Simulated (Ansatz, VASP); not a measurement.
# One calculation of Ag, two programs

```
Ag
1.0
     0.00000    1.97060    1.97060
     1.97060    0.00000    1.97060
     1.97060    1.97060    0.00000
Ag
1
Direct
  0.00000 0.00000 0.00000
```

Alike in both runs: task single point; functional PBEsol; k mesh 22 × 22 × 22; occupations fermi-dirac, width 0.1 eV; no spin polarisation.

|  | VASP | Ansatz |
| --- | --- | --- |
| version | VASP 6.6.1 | Ansatz 0.2.0 |
| potentials or method | VASP PAW PBE potentials, release 64 (Ag), cutoff 520 eV | plane waves (420 eV) with PAW, scalar-relativistic |
| valence electrons in the cell | 11 | 19 |

|  | VASP | Ansatz | Ansatz less VASP |
| --- | --- | --- | --- |
| pressure (GPa) | 12.4 | 12.8 | +0.38 |

VASP's potentials were made for PBE, not for PBEsol, and Ansatz warns of the same on its side. VASP's potentials hold 11 valence electrons a cell and Ansatz's 19, so a difference there can come from the potentials and not from the codes.
